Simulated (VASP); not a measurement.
# Mo (Im-3m) in VASP: notebook

Mo is run at these levels: r2SCAN; tasks: single point, relaxation of cell and atoms.

Everything below comes from runs of VASP 6.6.1. Logs are shortened: lines on timing, memory, paths and dates and some standing lists are left out, and cuts for length are marked.

**1. The cell of the first run**

Symmetry: Im-3m, No. 229, cubic system. Conventional cell: a = 3.151 Å, b = 3.151 Å, c = 3.151 Å, α = 90.00°, β = 90.00°, γ = 90.00°. Within 3.6 Å of Mo (site symmetry m-3m) lie 14 Mo at 2.73 to 3.15 Å.

**2. Single point, r2SCAN**

POSCAR

```
Mo
1.0
   -1.5754230008      1.5754230008      1.5754230008
    1.5754230008     -1.5754230008      1.5754230008
    1.5754230008      1.5754230008     -1.5754230008
Mo
1
Direct
    0.0000000000      0.0000000000      0.0000000000
```

INCAR.step1

```
SYSTEM = Mo
ALGO = Normal ; EDIFF = 1E-4
ENCUT = 520 ; GGA = PE
ISMEAR = -1 ; LASPH = .True.
LCHARG = .False. ; LREAL = .False.
LWAVE = .True. ; NBANDS = 13
NELM = 100 ; PREC = Accurate
SIGMA = 0.1
```

INCAR.step2

```
SYSTEM = Mo
ALGO = Normal ; EDIFF = 1E-7
ENCUT = 520 ; ISIF = 2
ISMEAR = -1 ; ISTART = 1
LASPH = .True. ; LCHARG = .True.
LELF = .True. ; LMIXTAU = .True.
LREAL = .False. ; LVHAR = .True.
LWAVE = .False. ; METAGGA = R2SCAN
NBANDS = 13 ; NELM = 100
PREC = Accurate ; SIGMA = 0.1
```

KPOINTS

```
k-points
0
Gamma
  19 19 19
  0 0 0
```

Potentials or basis: VASP PAW PBE potentials, release 64 (Mo_sv).

Run with:

```sh
> cat potpaw_PBE.64/Mo_sv/POTCAR > POTCAR
> cp INCAR.step1 INCAR
> mpirun -np 1 vasp_std > vasp.out
> cp INCAR.step2 INCAR
> mpirun -np 1 vasp_std > vasp.out
```

OUTCAR:

```text
SYSTEM = Mo
   EDIFF = 1E-7
   ENCUT = 520
   ISIF = 2
   ISMEAR = -1
   ISTART = 1
   LASPH = .True.
   LREAL = .False.
   METAGGA = R2SCAN
   NELM = 100
   PREC = Accurate

 ion  position               nearest neighbor table
   1  0.000  0.000  0.000-

  LATTYP: Found a body centered cubic cell.
 ALAT       =     3.1508460016

  Lattice vectors:

 A1 = (  -1.5754230008,   1.5754230008,   1.5754230008)
 A2 = (   1.5754230008,  -1.5754230008,   1.5754230008)
 A3 = (   1.5754230008,   1.5754230008,  -1.5754230008)

Analysis of symmetry for initial positions (statically):
=====================================================================
 Subroutine PRICEL returns:
 Original cell was already a primitive cell.

 Routine SETGRP: Setting up the symmetry group for a
 body centered cubic supercell.

 Subroutine GETGRP returns: Found 48 space group operations
 (whereof 48 operations were pure point group operations)
 out of a pool of 48 trial point group operations.

The static configuration has the point symmetry O_h .

Analysis of symmetry for dynamics (positions and initial velocities):
=====================================================================
 Subroutine PRICEL returns:
 Original cell was already a primitive cell.

 Routine SETGRP: Setting up the symmetry group for a
 body centered cubic supercell.

 Subroutine GETGRP returns: Found 48 space group operations
 (whereof 48 operations were pure point group operations)
 out of a pool of 48 trial point group operations.

The dynamic configuration has the point symmetry O_h .

 Subroutine INISYM returns: Found 48 space group operations
 (whereof 48 operations are pure point group operations),
 and found     1 'primitive' translations

----------------------------------------------------------------------------------------

                                     Primitive cell

  volume of cell :      15.6405

  direct lattice vectors                    reciprocal lattice vectors
    -1.575423001  1.575423001  1.575423001     0.000000000  0.317375079  0.317375079
     1.575423001 -1.575423001  1.575423001     0.317375079  0.000000000  0.317375079
     1.575423001  1.575423001 -1.575423001     0.317375079  0.317375079  0.000000000

  length of vectors
     2.728712681  2.728712681  2.728712681     0.448836142  0.448836142  0.448836142

  position of ions in fractional coordinates (direct lattice)
     0.000000000  0.000000000  0.000000000

  ion indices of the primitive-cell ions
   primitive index   ion index
                 1           1

----------------------------------------------------------------------------------------

 KPOINTS: k-points

Automatic generation of k-mesh.
 Grid dimensions read from file:
 generate k-points for:   19   19   19

 Generating k-lattice:

  Cartesian coordinates                     Fractional coordinates (reciprocal lattice)
     0.000000000  0.016703952  0.016703952     0.052631579  0.000000000  0.000000000
     0.016703952  0.000000000  0.016703952     0.000000000  0.052631579  0.000000000
     0.016703952  0.016703952  0.000000000     0.000000000  0.000000000  0.052631579

  Length of vectors
     0.023622955  0.023622955  0.023622955

  Shift w.r.t. Gamma in fractional coordinates (k-lattice)
     0.000000000  0.000000000  0.000000000

 Subroutine IBZKPT returns following result:
 ===========================================

 Found    220 irreducible k-points:

 Following reciprocal coordinates:
            Coordinates               Weight
  0.000000  0.000000  0.000000      1.000000
  0.052632  0.000000  0.000000     12.000000
  0.105263  0.000000  0.000000     12.000000
  0.157895  0.000000  0.000000     12.000000
  0.210526  0.000000  0.000000     12.000000
  0.263158  0.000000  0.000000     12.000000
[... 16 lines left out ...]
  0.263158  0.105263  0.000000     48.000000
  0.315789  0.105263 -0.000000     48.000000
 [... further k-points ...]
   k-points           NKPTS =    220   k-points in BZ     NKDIM =    220   number of bands    NBANDS=     13
   number of dos      NEDOS =    301   number of ions     NIONS =      1
   total plane-waves  NPLWV =   8000
   dimension x,y,z NGX =    20 NGY =   20 NGZ =   20
   dimension x,y,z NGXF=    40 NGYF=   40 NGZF=   40
   ions per type =               1
   NGX,Y,Z   is equivalent  to a cutoff of  12.18, 12.18, 12.18 a.u.
   NGXF,Y,Z  is equivalent  to a cutoff of  24.37, 24.37, 24.37 a.u.
 SYSTEM =  Mo
   PREC   = accura    normal or accurate (medium, high low for compatibility)
   ISTART =      1    job   : 0-new  1-cont  2-samecut
   ICHARG =      0    charge: 1-file 2-atom 10-const
   ISPIN  =      1    spin polarized calculation?
   LNONCOLLINEAR =      F non collinear calculations
   LSORBIT =      F    spin-orbit coupling
   LASPH  =      T    aspherical Exc in radial PAW
   ENCUT  =  520.0 eV  38.22 Ry    6.18 a.u.   5.07  5.07  5.07*2*pi/ulx,y,z
   NELM   =    100;   NELMIN=  2; NELMDL=  0     # of ELM steps
   EDIFF  = 0.1E-06   stopping-criterion for ELM
   LREAL  =      F    real-space projection
   EDIFFG = 0.1E-05   stopping-criterion for IOM
   NSW    =      0    number of steps for IOM
   IBRION =     -1    ionic relax: 0-MD 1-quasi-New 2-CG
   NFREE  =      0    steps in history (QN), initial steepest desc. (CG)
   ISIF   =      2    stress and relaxation
   ISYM   =      2    0-nonsym 1-usesym 2-fastsym
   POTIM  = 0.5000    time-step for ionic-motion
   TEBEG  =    0.0;   TEEND  =   0.0 temperature during run
   PSTRESS=    0.0 pullay stress
   NELECT =      14.0000    total number of electrons
   NUPDOWN=      -1.0000    fix difference up-down
   EMIN   =  10.00;   EMAX   =-10.00  energy-range for DOS
   EFERMI =   0.00;   METHOD = LEGACY
   ISMEAR =    -1;   SIGMA  =   0.10  broadening in eV -4-tet -1-fermi 0-gaus
   EFERMI_NEDOS =   21; number of points for ismear=-14 and -15
   IALGO  =     38    algorithm
   IMIX   =      4    mixing-type and parameters
     AMIX     =   0.40;   BMIX     =  1.00
     AMIX_MAG =   1.60;   BMIX_MAG =  1.00
  volume/ion in A,a.u.               =      15.64       105.55
  Fermi-wavevector in a.u.,A,eV,Ry     =   1.577734  2.981484 33.868210  2.489243
  Thomas-Fermi vector in A             =   2.678371
   LORBIT       =      0    0 simple, 1 ext, 2 COOP (PROOUT), +10 PAW based schemes
   METAGGA = R2SCAN    functional components
   LHFCALC =     F    Hartree Fock is set to
   AEXX    =    0.0000 exact exchange contribution
   IVDW    =     0    specifies the selected vdW correction
   LEPSILON=     F    determine dielectric tensor
   LRPA    =     F    only Hartree local field effects (RPA)
 non-spin polarized calculation
  energy-cutoff  :      520.00
  volume of cell :       15.64
 maximum number of plane-waves:       435
   NGX = 11   NGY = 11   NGZ = 11

 number of electron      14.0000002 magnetization

 Free energy of the ion-electron system (eV)
  ---------------------------------------------------
  ext. energy  EPLUGINS =         0.00000000
  ---------------------------------------------------
  free energy    TOTEN  =       -26.08801014 eV

  energy without entropy =      -26.06897670  energy(sigma->0) =      -26.07849342

 E-fermi :  12.5464     XC(G=0): -14.6331

 val. band max:       12.5437620001   @ k =  -0.4737  -0.4737   0.0526
 cond. band min:      12.5753139488   @ k =   0.3684   0.0526  -0.0000
 fundamental gap:      0.0315519487
 Fermi energy:        12.5464125414

 k-point     1 :       0.0000    0.0000    0.0000
  band No.  band energies     occupation
      1     -50.6832      2.00000
      2     -23.1562      2.00000
      3     -23.1562      2.00000
      4     -23.1562      2.00000
      5       4.8796      2.00000
      6      11.1189      2.00000
      7      11.1189      2.00000
      8      11.1189      2.00000
      9      14.4525      0.00000
     10      14.4525      0.00000
     11      28.0349      0.00000
     12      28.0349      0.00000
     13      28.0349      0.00000

 k-point     2 :       0.0526    0.0000    0.0000
  band No.  band energies     occupation
      1     -50.6754      2.00000
      2     -23.2000      2.00000
      3     -23.1696      2.00000
      4     -23.1565      2.00000
      5       5.0092      2.00000
      6      11.0448      2.00000
      7      11.1064      2.00000
      8      11.2393      2.00000
      9      14.3399      0.00000
     10      14.4532      0.00000
     11      28.1324      0.00000
     12      28.2526      0.00000
     13      28.2886      0.00000

 k-point     3 :       0.1053    0.0000    0.0000
  band No.  band energies     occupation
      1     -50.6530      2.00000
      2     -23.3255      2.00000
      3     -23.2081      2.00000
      4     -23.1575      2.00000
      5       5.3813      2.00000
      6      10.8374      2.00000
      7      11.0545      2.00000
      8      11.5957      1.99985
      9      14.0816      0.00000
     10      14.4602      0.00000
     11      28.3716      0.00000
     12      28.8885      0.00000
     13      28.9291      0.00000
[... 305 lines left out ...]
 k-point    23 :       0.2632    0.1053    0.0000
  band No.  band energies     occupation
      1     -50.4674      2.00000
      2     -24.2385      2.00000
      3     -23.5175      2.00000
      4     -23.2217      2.00000
      5       7.6044      2.00000
      6       9.5614      2.00000
      7      10.9042      2.00000
      8      13.7980      0.00001
      9      15.0101      0.00000
     10      15.6384      0.00000
     11      27.1931      0.00000
     12      28.1683      0.00000
     13      33.0658      0.00000

 k-point    24 :       0.3158    0.1053   -0.0000
  band No.  band energies     occupation
      1     -50.4287      2.00000
      2     -24.4105      2.00000
      3     -23.5947      2.00000
      4     -23.2251      2.00000
      5       7.5370      2.00000
      6       9.3231      2.00000
      7      11.6227      1.99981
      8      14.0692      0.00000
      9      15.1612      0.00000
     10      16.7463      0.00000
     11      26.2203      0.00000
     12      26.9851      0.00000
     13      31.9494      0.00000

 [... further k-points ...]

------------------------ aborting loop because EDIFF is reached ----------------------------------------

  FORCE on cell =-STRESS in cart. coord.  units (eV):
  Direction    XX          YY          ZZ          XY          YZ          ZX
  --------------------------------------------------------------------------------------
  -------------------------------------------------------------------------------------
  Total        0.1076482      0.1076482      0.1076482      0.0000000     -0.0000000      0.0000000
  in kB       11.0272191     11.0272191     11.0272191      0.0000000     -0.0000000      0.0000000
  external PRESSURE =      11.0272191 kB  Pullay stress =       0.0000000 kB

 VOLUME and BASIS-vectors are now :
 -----------------------------------------------------------------------------
  energy-cutoff  :      520.00
  volume of cell :       15.64
      direct lattice vectors                 reciprocal lattice vectors
    -1.575423001  1.575423001  1.575423001     0.000000000  0.317375079  0.317375079
     1.575423001 -1.575423001  1.575423001     0.317375079  0.000000000  0.317375079
     1.575423001  1.575423001 -1.575423001     0.317375079  0.317375079  0.000000000

 POSITION                                       TOTAL-FORCE (eV/Angst)
 -----------------------------------------------------------------------------------
      0.00000      0.00000      0.00000        -0.000000     -0.000000      0.000000
 -----------------------------------------------------------------------------------
    total drift:                                0.000000      0.000000      0.000000

  FREE ENERGIE OF THE ION-ELECTRON SYSTEM (eV)
  ---------------------------------------------------
  free  energy   TOTEN  =       -26.0880101392 eV

  energy  without entropy=      -26.0689766977  energy(sigma->0) =      -26.07849342
```

It took 90 s on 1 thread of Intel Xeon Platinum 8488C (Sapphire Rapids), shared host; peak memory 0.16 GiB.

Results:

```
Free energy            : -26.0880 eV
Pressure               : 1.1 GPa
Band gap on the k mesh : zero (bands 7 and 8 overlap by 5.37 eV)
```

Caveat: the PAW data sets were made with another functional, which shifts forces and pressure a little.

**3. Relaxation of cell and atoms, r2SCAN**

This run uses another cell than the first one, of 15.58 Å³/atom.

POSCAR

```
Mo
1.0
   -1.5734150000      1.5734150000      1.5734150000
    1.5734150000     -1.5734150000      1.5734150000
    1.5734150000      1.5734150000     -1.5734150000
Mo
1
Direct
    0.0000000000      0.0000000000      0.0000000000
```

INCAR.step1

```
SYSTEM = Mo
ALGO = Normal
EDIFF = 1E-4
ENCUT = 600
GGA = PE
ISMEAR = -1
LASPH = .True.
LCHARG = .False.
LREAL = .False.
LWAVE = .True.
NELM = 80
PREC = Accurate
SIGMA = 0.1
```

INCAR.step2

```
SYSTEM = Mo
ALGO = Normal
EDIFF = 1E-7
EDIFFG = -0.02
ENCUT = 600
IBRION = 2
ISIF = 3
ISMEAR = -1
ISTART = 1
LASPH = .True.
LCHARG = .False.
LMIXTAU = .True.
LREAL = .False.
LWAVE = .False.
METAGGA = R2SCAN
NELM = 80
NSW = 80
PREC = Accurate
SIGMA = 0.1
```

KPOINTS is that of step 2.

Potentials or basis: VASP PAW PBE potentials, release 64 (Mo_sv).

Run with:

```sh
> cat potpaw_PBE.64/Mo_sv/POTCAR > POTCAR
> cp INCAR.step1 INCAR
> mpirun -np 1 vasp_std > vasp.out
> cp INCAR.step2 INCAR
> mpirun -np 1 vasp_std > vasp.out
```

OUTCAR:

```text
SYSTEM = Mo
   EDIFF = 1E-7
   EDIFFG = -0.02
   ENCUT = 600
   IBRION = 2
   ISIF = 3
   ISMEAR = -1
   ISTART = 1
   LASPH = .True.
   LREAL = .False.
   METAGGA = R2SCAN
   NELM = 80
   NSW = 80
   PREC = Accurate

 ion  position               nearest neighbor table
   1  0.000  0.000  0.000-

  LATTYP: Found a body centered cubic cell.
 ALAT       =     3.1468300000

  Lattice vectors:

 A1 = (  -1.5734150000,   1.5734150000,   1.5734150000)
 A2 = (   1.5734150000,  -1.5734150000,   1.5734150000)
 A3 = (   1.5734150000,   1.5734150000,  -1.5734150000)

Analysis of symmetry for initial positions (statically):
=====================================================================
 Subroutine PRICEL returns:
 Original cell was already a primitive cell.

 Routine SETGRP: Setting up the symmetry group for a
 body centered cubic supercell.

 Subroutine GETGRP returns: Found 48 space group operations
 (whereof 48 operations were pure point group operations)
 out of a pool of 48 trial point group operations.

The static configuration has the point symmetry O_h .

[... 169 lines left out ...]
  external PRESSURE =      21.2762023 kB  Pullay stress =       0.0000000 kB
[... 57 lines left out ...]
--------------------------------------- Ionic step        3  -------------------------------------------

 number of electron      14.0000002 magnetization

 Free energy of the ion-electron system (eV)
  ---------------------------------------------------
  ext. energy  EPLUGINS =         0.00000000
  ---------------------------------------------------
  free energy    TOTEN  =       -26.08640252 eV

  energy without entropy =      -26.06733016  energy(sigma->0) =      -26.07686634

 E-fermi :  12.4815     XC(G=0): -14.6088

 val. band max:       12.4758173806   @ k =  -0.4737  -0.4737   0.0526
 cond. band min:      12.5032117249   @ k =   0.3684   0.0526  -0.0000
 fundamental gap:      0.0273943444
 Fermi energy:        12.4814549323

 k-point     1 :       0.0000    0.0000    0.0000
  band No.  band energies     occupation
      1     -50.7463      2.00000
      2     -23.2290      2.00000
      3     -23.2290      2.00000
      4     -23.2290      2.00000
      5       4.8283      2.00000
      6      11.0627      2.00000
      7      11.0627      2.00000
      8      11.0627      2.00000
      9      14.3823      0.00000
     10      14.3823      0.00000
     11      27.9655      0.00000
[... 309 lines left out ...]
 k-point    24 :       0.3158    0.1053   -0.0000
  band No.  band energies     occupation
      1     -50.4958      2.00000
      2     -24.4680      2.00000
      3     -23.6624      2.00000
      4     -23.2969      2.00000
      5       7.4920      2.00000
      6       9.2763      2.00000
      7      11.5560      1.99981
      8      13.9991      0.00000
      9      15.0848      0.00000
     10      16.6593      0.00000
     11      26.1222      0.00000

 [... further k-points ...]

------------------------ aborting loop because EDIFF is reached ----------------------------------------

  FORCE on cell =-STRESS in cart. coord.  units (eV):
  Direction    XX          YY          ZZ          XY          YZ          ZX
  --------------------------------------------------------------------------------------
  -------------------------------------------------------------------------------------
  Total       -0.0007705     -0.0007705     -0.0007705      0.0000000      0.0000000      0.0000000
  in kB       -0.0786217     -0.0786217     -0.0786217      0.0000000      0.0000000      0.0000000
  external PRESSURE =      -0.0786217 kB  Pullay stress =       0.0000000 kB
[... 16 lines left out ...]
  FREE ENERGIE OF THE ION-ELECTRON SYSTEM (eV)
  ---------------------------------------------------
  free  energy   TOTEN  =       -26.0864025157 eV

  energy  without entropy=      -26.0673301578  energy(sigma->0) =      -26.07686634

 reached required accuracy - stopping structural energy minimisation
```

OUTCAR.step1:

```text
SYSTEM = Mo
   EDIFF = 1E-4
   ENCUT = 600
   GGA = PE
   ISMEAR = -1
   LASPH = .True.
   LREAL = .False.
[... 552 lines left out ...]
 -----------------------------------------------------------------------------------
      0.00000      0.00000      0.00000         0.000000      0.000000     -0.000000
 -----------------------------------------------------------------------------------
    total drift:                                0.000000      0.000000      0.000000

  FREE ENERGIE OF THE ION-ELECTRON SYSTEM (eV)
  ---------------------------------------------------
  free  energy   TOTEN  =       -10.9429932203 eV

  energy  without entropy=      -10.9220406173  energy(sigma->0) =      -10.93251692
```

OSZICAR.step1:

```text
N       E                     dE             d eps       ncg     rms          rms(c)
DAV:   1     0.101510013293E+03    0.10151E+03   -0.89923E+03  4851   0.145E+03
DAV:   2    -0.100980323705E+02   -0.11161E+03   -0.10785E+03  5302   0.366E+02
DAV:   3    -0.115933334866E+02   -0.14953E+01   -0.14835E+01  5613   0.422E+01
DAV:   4    -0.115974410808E+02   -0.41076E-02   -0.41071E-02  5284   0.258E+00
DAV:   5    -0.115974641214E+02   -0.23041E-04   -0.23040E-04  5571   0.187E-01    0.148E+01
DAV:   6    -0.110257058215E+02    0.57176E+00   -0.10140E+00  5212   0.122E+01    0.407E+00
DAV:   7    -0.109465280296E+02    0.79178E-01   -0.21447E-01  5661   0.526E+00    0.936E-01
DAV:   8    -0.109429406561E+02    0.35874E-02   -0.42038E-03  5101   0.947E-01    0.170E-01
DAV:   9    -0.109429932203E+02   -0.52564E-04   -0.13070E-04  3672   0.163E-01
   1 F= -.10942993E+02 E0= -.10932517E+02  d E =-.209526E-01
```

Wall time 3.7 min (1 thread of Intel Xeon Platinum 8488C (Sapphire Rapids), shared host); peak memory 0.2 GiB.

What came out:

```yaml
Free_energy: -26.0864 eV
Relaxed_volume: 15.70 Å³/atom
Relaxed_cell: a = 2.732 Å, b = 2.732 Å, c = 2.732 Å, α = 109.47°, β = 109.47°, γ = 109.47°
Space_group_after_relaxing_to_0.1_Å: Im-3m (No. 229)
Energy_gained_by_relaxing: 0.8 meV/atom
Ionic_steps: 3
Pressure_after_relaxing: 0.0 GPa
Band_gap_on_the_k_mesh: zero (bands 7 and 8 overlap by 5.34 eV)
```

The path:
```
step  energy change (eV)  largest force (eV/Å)  pressure (GPa)  volume (Å³)
   1              0.0000                0.0000            2.13        15.58
   2              0.0056                0.0000           -5.73        16.05
   3             -0.0008                0.0000           -0.01        15.70
```

Final structure:
```xyz
1
Lattice="-1.5775 1.5775 1.5775 1.5775 -1.5775 1.5775 1.5775 1.5775 -1.5775" Properties=species:S:1:pos:R:3 pbc="T T T"
Mo    0.0000    0.0000    0.0000
```

Levels at points of the mesh, in eV from the Fermi level:
```tsv
k point	band 3	band 4	band 5	band 6	band 7	band 8	band 9	band 10	band 11
(0.00, 0.00, 0.00)	-35.71	-35.71	-7.65	-1.42	-1.42	-1.42	1.90	1.90	15.48
```

Caveat: the PAW data sets were made with another functional, which shifts forces and pressure a little.

The gap in the log of VASP goes by the Fermi energy; the results here count the filled bands.